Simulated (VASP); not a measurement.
# Mo (Im-3m) in VASP: further runs

Runs on Mo. Level: PBEsol. Tasks: single point.

All numbers are computed with VASP 6.6.1; they aren't measurements. Logs are shortened: lines on timing, memory, paths and dates and some standing lists are left out, and cuts for length are marked.

### 1 The cell of the first run

Symmetry: Im-3m, No. 229, cubic system. The conventional cell has a = 3.112 Å, b = 3.112 Å, c = 3.112 Å, α = 90.00°, β = 90.00°, γ = 90.00°. Mo (site symmetry m-3m) has 14 Mo at 2.70 to 3.11 Å within 3.6 Å.

### 2 Single point, PBEsol

The input, INCAR:

```
PREC     = Accurate       # precision mode
ENCUT    = 520            # plane-wave cutoff, eV
EDIFF    = 1E-6           # SCF threshold, eV
ISMEAR   = 0              # smearing method
SIGMA    = 0.05           # smearing width, eV
LREAL    = False          # projectors in reciprocal space
LASPH    = True           # aspherical terms in the spheres
NELM     = 100            # most SCF steps
ALGO     = Normal         # electronic algorithm
ISIF     = 2              # what is computed and relaxed
LWAVE    = False          # write WAVECAR
LCHARG   = False          # write CHGCAR
GGA      = PS             # functional
NBANDS   = 13             # bands
```

The input, KPOINTS:

```
Automatic mesh
0
Gamma
  18 18 18
```

The input, POSCAR:

```
Mo
1.0
   -1.5559816361      1.5559816361      1.5559816361
    1.5559816361     -1.5559816361      1.5559816361
    1.5559816361      1.5559816361     -1.5559816361
Mo
1
Direct
    0.0000000000      0.0000000000      0.0000000000
```

Potentials or basis: VASP PAW PBE potentials, release 64 (Mo_sv).

The run is started by

```
cat potpaw_PBE.64/Mo_sv/POTCAR > POTCAR
mpirun -np 1 vasp_std > vasp.out
```

OUTCAR:

```text
PREC = Accurate
   ENCUT = 520
   EDIFF = 1E-6
   ISMEAR = 0
   LREAL = False
   LASPH = True
   NELM = 100
   ISIF = 2
   GGA = PS

 ion  position               nearest neighbor table
   1  0.000  0.000  0.000-

  LATTYP: Found a body centered cubic cell.
 ALAT       =     3.1119632722

  Lattice vectors:

 A1 = (  -1.5559816361,   1.5559816361,   1.5559816361)
 A2 = (   1.5559816361,  -1.5559816361,   1.5559816361)
 A3 = (   1.5559816361,   1.5559816361,  -1.5559816361)

Analysis of symmetry for initial positions (statically):
=====================================================================
 Subroutine PRICEL returns:
 Original cell was already a primitive cell.

 Routine SETGRP: Setting up the symmetry group for a
 body centered cubic supercell.

 Subroutine GETGRP returns: Found 48 space group operations
 (whereof 48 operations were pure point group operations)
 out of a pool of 48 trial point group operations.

The static configuration has the point symmetry O_h .

Analysis of symmetry for dynamics (positions and initial velocities):
=====================================================================
 Subroutine PRICEL returns:
 Original cell was already a primitive cell.

 Routine SETGRP: Setting up the symmetry group for a
 body centered cubic supercell.

 Subroutine GETGRP returns: Found 48 space group operations
 (whereof 48 operations were pure point group operations)
 out of a pool of 48 trial point group operations.

The dynamic configuration has the point symmetry O_h .

 Subroutine INISYM returns: Found 48 space group operations
 (whereof 48 operations are pure point group operations),
 and found     1 'primitive' translations

----------------------------------------------------------------------------------------

                                     Primitive cell

  volume of cell :      15.0686

  direct lattice vectors                    reciprocal lattice vectors
    -1.555981636  1.555981636  1.555981636     0.000000000  0.321340553  0.321340553
     1.555981636 -1.555981636  1.555981636     0.321340553  0.000000000  0.321340553
     1.555981636  1.555981636 -1.555981636     0.321340553  0.321340553  0.000000000

  length of vectors
     2.695039249  2.695039249  2.695039249     0.454444169  0.454444169  0.454444169

  position of ions in fractional coordinates (direct lattice)
[... 69 lines left out ...]
   ISTART =      0    job   : 0-new  1-cont  2-samecut
   ICHARG =      2    charge: 1-file 2-atom 10-const
   ISPIN  =      1    spin polarized calculation?
   LNONCOLLINEAR =      F non collinear calculations
   LSORBIT =      F    spin-orbit coupling
   LASPH  =      T    aspherical Exc in radial PAW
   ENCUT  =  520.0 eV  38.22 Ry    6.18 a.u.   5.01  5.01  5.01*2*pi/ulx,y,z
   NELM   =    100;   NELMIN=  2; NELMDL= -5     # of ELM steps
   EDIFF  = 0.1E-05   stopping-criterion for ELM
   LREAL  =      F    real-space projection
[... 7 lines left out ...]
   TEBEG  =    0.0;   TEEND  =   0.0 temperature during run
   PSTRESS=    0.0 pullay stress
   NELECT =      14.0000    total number of electrons
   NUPDOWN=      -1.0000    fix difference up-down
   EMIN   =  10.00;   EMAX   =-10.00  energy-range for DOS
   EFERMI =   0.00;   METHOD = LEGACY
   ISMEAR =     0;   SIGMA  =   0.05  broadening in eV -4-tet -1-fermi 0-gaus
   EFERMI_NEDOS =   21; number of points for ismear=-14 and -15
   IALGO  =     38    algorithm
   IMIX   =      4    mixing-type and parameters
     AMIX     =   0.40;   BMIX     =  1.00
     AMIX_MAG =   1.60;   BMIX_MAG =  1.00
  volume/ion in A,a.u.               =      15.07       101.69
  Fermi-wavevector in a.u.,A,eV,Ry     =   1.597447  3.018737 34.719836  2.551836
  Thomas-Fermi vector in A             =   2.695052
   LORBIT       =      0    0 simple, 1 ext, 2 COOP (PROOUT), +10 PAW based schemes
   GGA     = PS    functional components
   LHFCALC =     F    Hartree Fock is set to
   AEXX    =    0.0000 exact exchange contribution
   IVDW    =     0    specifies the selected vdW correction
   LEPSILON=     F    determine dielectric tensor
   LRPA    =     F    only Hartree local field effects (RPA)
 non-spin polarized calculation
 Gauss-broadening in eV      SIGMA  =   0.05
  energy-cutoff  :      520.00
  volume of cell :       15.07
 maximum number of plane-waves:       420
   NGX =  9   NGY =  9   NGZ =  9

 number of electron      13.9999997 magnetization

 Free energy of the ion-electron system (eV)
  ---------------------------------------------------
  ext. energy  EPLUGINS =         0.00000000
  ---------------------------------------------------
  free energy    TOTEN  =       -11.77240357 eV

  energy without entropy =      -11.77190356  energy(sigma->0) =      -11.77215357

 E-fermi :  13.0862     XC(G=0): -13.7369

 val. band max:       13.0809102827   @ k =  -0.3889   0.4444   0.2778
 cond. band min:      13.1146487647   @ k =   0.3889   0.1111   0.0000
 fundamental gap:      0.0337384820
 Fermi energy:        13.0862153793

 k-point     1 :       0.0000    0.0000    0.0000
  band No.  band energies     occupation
      1     -48.1365      2.00000
      2     -21.3334      2.00000
      3     -21.3334      2.00000
      4     -21.3334      2.00000
      5       5.6609      2.00000
      6      11.6247      2.00000
      7      11.6247      2.00000
      8      11.6247      2.00000
      9      14.7784      0.00000
     10      14.7784      0.00000
     11      27.9235      0.00000
     12      27.9235      0.00000
     13      27.9235      0.00000
[... 354 lines left out ...]
  band No.  band energies     occupation
      1     -47.8273      2.00000
      2     -22.8182      2.00000
      3     -21.8797      2.00000
      4     -21.4170      2.00000
      5       7.9239      2.00000
      6       9.6434      2.00000
      7      13.1146      0.42127
      8      14.7000      0.00000
      9      15.9127      0.00000
     10      18.7605      0.00000
     11      25.2505      0.00000
     12      26.0213      0.00000
     13      30.5186      0.00000

 [... further k-points ...]
[... 5 lines left out ...]
  --------------------------------------------------------------------------------------
  -------------------------------------------------------------------------------------
  Total        0.5087905      0.5087905      0.5087905     -0.0000000      0.0000000      0.0000000
  in kB       54.0973780     54.0973780     54.0973780     -0.0000000      0.0000000      0.0000000
  external PRESSURE =      54.0973780 kB  Pullay stress =       0.0000000 kB

 VOLUME and BASIS-vectors are now :
 -----------------------------------------------------------------------------
  energy-cutoff  :      520.00
  volume of cell :       15.07
      direct lattice vectors                 reciprocal lattice vectors
    -1.555981636  1.555981636  1.555981636     0.000000000  0.321340553  0.321340553
     1.555981636 -1.555981636  1.555981636     0.321340553  0.000000000  0.321340553
     1.555981636  1.555981636 -1.555981636     0.321340553  0.321340553  0.000000000

 POSITION                                       TOTAL-FORCE (eV/Angst)
 -----------------------------------------------------------------------------------
      0.00000      0.00000      0.00000         0.000000      0.000000      0.000000
 -----------------------------------------------------------------------------------
    total drift:                                0.000000      0.000000      0.000000

  FREE ENERGIE OF THE ION-ELECTRON SYSTEM (eV)
  ---------------------------------------------------
  free  energy   TOTEN  =       -11.7724035728 eV

  energy  without entropy=      -11.7719035598  energy(sigma->0) =      -11.77215357
```

stdout:

```text
POSCAR found type information on POSCAR Mo
 POSCAR found :  1 types and       1 ions
 scaLAPACK will be used
 -----------------------------------------------------------------------------
|                                                                             |
|                                                                             |
|     You enforced a specific xc type in the INCAR file but a different       |
|     I HOPE YOU KNOW WHAT YOU ARE DOING!                                     |
|                                                                             |
 -----------------------------------------------------------------------------

 LDA part: xc-table for (Slater+PW92), standard interpolation
 POSCAR, INCAR and KPOINTS ok, starting setup
 FFT: planning ... GRIDC
 FFT: planning ... GRID_SOFT
 FFT: planning ... GRID
 WAVECAR not read
 entering main loop
```

It took 11 s on 1 thread of Intel Xeon 6975P-C (Granite Rapids), shared host; peak memory 0.14 GiB.

What came out:

* Free energy: -11.7724 eV
* Pressure: 5.4 GPa
* Band gap on the k mesh: zero (band 7 reaches 17.29 eV, above the bottom of band 8 at 11.62 eV)

Levels at points of the mesh, in eV from the Fermi level:
```tsv
k point	band 5	band 6	band 7	band 8	band 9	band 10
(0.00, 0.00, 0.00)	-7.43	-1.46	-1.46	-1.46	1.69	1.69
(0.50, 0.00, 0.00)	-5.60	-3.61	1.73	1.75	2.41	5.02
(0.50, 0.50, 0.50)	-5.78	-5.78	4.20	4.20	4.20	9.29
```

Caveat: the PAW data sets were made with another functional, which shifts forces and pressure a little.

### 3 Single point, PBEsol

This run uses another cell than the first one, of 15.32 Å³/atom, 1.017 times its volume.

The input, INCAR:

```
ALGO = Normal ; EDIFF = 1E-6
ENCUT = 520 ; GGA = PS
ISIF = 2 ; ISMEAR = 0
LASPH = True ; LCHARG = True
LELF = True ; LREAL = False
LVHAR = True ; LWAVE = False
NBANDS = 13 ; NELM = 80
PREC = Accurate ; SIGMA = 0.05
```

The input, KPOINTS:

```
k-points
0
Gamma
  18 18 18
```

The input, POSCAR:

```
Mo
1.0
   -1.5645568287      1.5645568287      1.5645568287
    1.5645568287     -1.5645568287      1.5645568287
    1.5645568287      1.5645568287     -1.5645568287
Mo
1
Direct
    0.0000000000      0.0000000000      0.0000000000
```

Potentials or basis: VASP PAW PBE potentials, release 64 (Mo_sv).

The run is started by

```
cat potpaw_PBE.64/Mo_sv/POTCAR > POTCAR
mpirun -np 1 vasp_std > vasp.out
```

Run time: 11 s. Hardware: 1 thread of Intel Xeon 6975P-C (Granite Rapids), shared host; peak memory 0.15 GiB.

Results (log left out):

```
Free energy            : -11.7771 eV
Pressure               : 0.6 GPa
Band gap on the k mesh : zero (band 7 reaches 16.92 eV, above the bottom of band 8 at 11.39 eV)
```

Levels at points of the mesh, in eV from the Fermi level:
```
           k point  band 4  band 5  band 6  band 7  band 8  band 9  band 10  band 11
(0.00, 0.00, 0.00)  -34.45   -7.37   -1.42   -1.42   -1.42    1.67     1.67    14.82
(0.50, 0.00, 0.00)  -34.46   -5.49   -3.52    1.67    1.72    2.36     4.91    11.94
(0.50, 0.50, 0.50)  -35.48   -5.64   -5.64    4.11    4.11    4.11     9.17     9.17
```

Caveat: the PAW data sets were made with another functional, which shifts forces and pressure a little.
